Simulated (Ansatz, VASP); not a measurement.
**One calculation of Al3GaN4, two programs**

```
Al Ga N
1.0
     5.40902    0.15557   -0.12928
     0.09655    3.24453    0.08678
    -0.14248    0.15011    5.70373
Al Ga N
3 1 4
Direct
  0.51021 0.51678 0.18107
  0.99564 0.48868 0.82542
  0.01676 0.00003 0.33675
  0.50609 0.00826 0.65449
  0.12314 0.98868 0.66794
  0.10162 0.45954 0.16186
  0.62105 0.52542 0.85355
  0.60909 0.01262 0.31892
```

Change from the starting cell: all atoms moved at random (sigma 0.06 Å a component), cell strained at random (sigma 0.05).

Alike in both runs: task single point; functional PBEsol; k mesh 6 × 8 × 4; occupations gaussian, width 0.05 eV; no spin polarisation.

|  | VASP | Ansatz |
| --- | --- | --- |
| version | VASP 6.6.1 | Ansatz 0.2.0 |
| potentials or method | VASP PAW PBE potentials, release 64 (Al, Ga_d, N), cutoff 520 eV | scalar-relativistic, plane waves, PAW |
| valence electrons in the cell | 42 | 42 |

```csv
,VASP,Ansatz,Ansatz less VASP
gap on the k mesh at the Fermi level (eV),1.80,1.79,-0.008
least direct gap on the mesh (eV),1.80,1.79,-0.008
pressure (GPa),-19.6,-19.5,+0.08
"traceless stress, the component that is largest in VASP (GPa)",-8.33,-8.27,+0.058
rms of the force components (eV/Å),0.938,0.932,-0.0062
```

VASP's potentials were made for PBE, not for PBEsol. Atom by atom the forces differ by 0.009 eV/Å (rms over components).
